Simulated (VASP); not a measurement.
**BaS: relaxation of cell and atoms with PBEsol**

Crystal: BaS.

```xyz
4
Lattice="5.3064 0.0000 0.0000 -2.6532 4.5955 0.0000 0.0000 0.0000 6.2928" Properties=species:S:1:pos:R:3 pbc="T T T"
Ba    2.6532    1.5318    2.7531
Ba    0.0000    3.0637   -0.3933
S     2.6532    1.5318    5.8995
S     0.0000    3.0637    2.7531
```

```
Program                : VASP 6.6.1
Task                   : relaxation of cell and atoms
Functional             : PBEsol
Potentials or basis    : VASP PAW PBE potentials, release 64 (Ba_sv, S)
Cutoff                 : 600 eV
k mesh                 : 6 × 6 × 4
Occupations            : gaussian, width 0.02 eV
Spin                   : no spin polarisation
Dipole correction      : no
Further INCAR settings : ALGO = Normal; EDIFF = 1e-06; IBRION = 2; EDIFFG = -0.01; NSW = 80; ISIF = 3
```

| Property | Result |
| --- | --- |
| Relaxed volume | 38.97 Å³/atom |
| Relaxed cell | a = 5.334 Å, b = 5.334 Å, c = 6.324 Å, α = 90.00°, β = 90.00°, γ = 120.00° |
| Space group after relaxing (to 0.1 Å) | P6_3/mmc (No. 194) |
| Energy gained by relaxing | 1.0 meV/atom |
| Ionic steps | 5 |
| Pressure after relaxing | 0.0 GPa |
| Band gap on the k mesh | 2.32 eV (least direct gap 2.47 eV) |

Step by step:
| step | energy change (eV) | largest force (eV/Å) | pressure (GPa) | volume (Å³) |
| --- | --- | --- | --- | --- |
| 1 | 0.0000 | 0.0001 | 0.56 | 153.45 |
| 2 | -0.0037 | 0.0001 | -0.15 | 156.47 |
| 3 | -0.0040 | 0.0001 | 0.00 | 155.78 |
| 4 | -0.0040 | 0.0001 | 0.00 | 155.83 |
| 5 | -0.0041 | 0.0001 | -0.01 | 155.86 |

Final structure:
```
CELL_PARAMETERS angstrom
5.33449 0.00000 0.00000
-2.66724 4.61980 0.00000
0.00000 0.00000 6.32440
ATOMIC_POSITIONS crystal
Ba 0.66667 0.33333 0.43750
Ba 0.33333 0.66667 0.93750
S 0.66667 0.33333 0.93750
S 0.33333 0.66667 0.43750
```

Levels at points of the mesh, in eV from the valence-band top:
| k point | band 12 | band 13 | band 14 | band 15 | band 16 | band 17 | band 18 | band 19 | band 20 |
| --- | --- | --- | --- | --- | --- | --- | --- | --- | --- |
| (0.00, 0.00, 0.00) | -1.00 | -0.93 | -0.93 | -0.41 | 0.00 | 2.67 | 3.58 | 3.58 | 4.77 |
| (0.50, 0.00, 0.00) | -0.91 | -0.49 | -0.41 | -0.36 | -0.33 | 2.98 | 3.31 | 3.41 | 5.01 |
| (0.00, 0.00, 0.50) | -1.32 | -1.07 | -1.07 | -1.07 | -1.07 | 3.71 | 3.71 | 5.45 | 5.45 |
| (0.50, 0.00, 0.50) | -1.62 | -0.92 | -0.92 | -0.54 | -0.54 | 3.81 | 3.81 | 4.91 | 4.91 |

Wall time 2.2 min on 1 thread of Intel(R) Xeon(R) Platinum 8488C (Sapphire Rapids), with other jobs on the host, peak memory 0.34 GiB.

Caveat: the PAW data sets were made with another functional, which shifts forces and pressure a little; spin-orbit coupling is left out, which moves the levels of the heavy elements. A k mesh can miss the band edges.
